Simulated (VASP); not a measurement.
Input of a VASP 6.6.1 run:

INCAR

```
PREC = Accurate ; ENCUT = 520
EDIFF = 1E-8 ; ISMEAR = -1
SIGMA = 0.03 ; LREAL = False
LASPH = True ; NELM = 100
ALGO = Normal ; ISIF = 2
LWAVE = False ; LCHARG = False
GGA = CA ; LEFG = True
NBANDS = 21
```

Contents of KPOINTS:

```
regular mesh
0
Gamma
  9 9 9
```

POSCAR

```
Sn
1.0
    0.0000000000      3.2777367435      3.2777367435
    3.2777367435      0.0000000000      3.2777367435
    3.2777367435      3.2777367435      0.0000000000
Sn
2
Direct
    0.5000000000      0.5000000000      0.5000000000
    0.7500000000      0.7500000000      0.7500000000
```

Potentials or basis: VASP PAW LDA potentials, release 64 (Sn_d).

Run with:

```bash
$ cat potpaw_LDA.64/Sn_d/POTCAR > POTCAR
$ mpirun -np 1 vasp_std > vasp.out
```

Estimate the pressure.

-1.5 GPa.

Estimate the band gap on the k mesh.

zero (band 14 reaches 5.14 eV, above the bottom of band 15 at 4.91 eV).

Caveat: without QUAD_EFG the Cq values of the log hold for a quadrupole moment of 1 mb, not for the nuclei; spin-orbit coupling is left out, which moves the levels of the heavy elements.
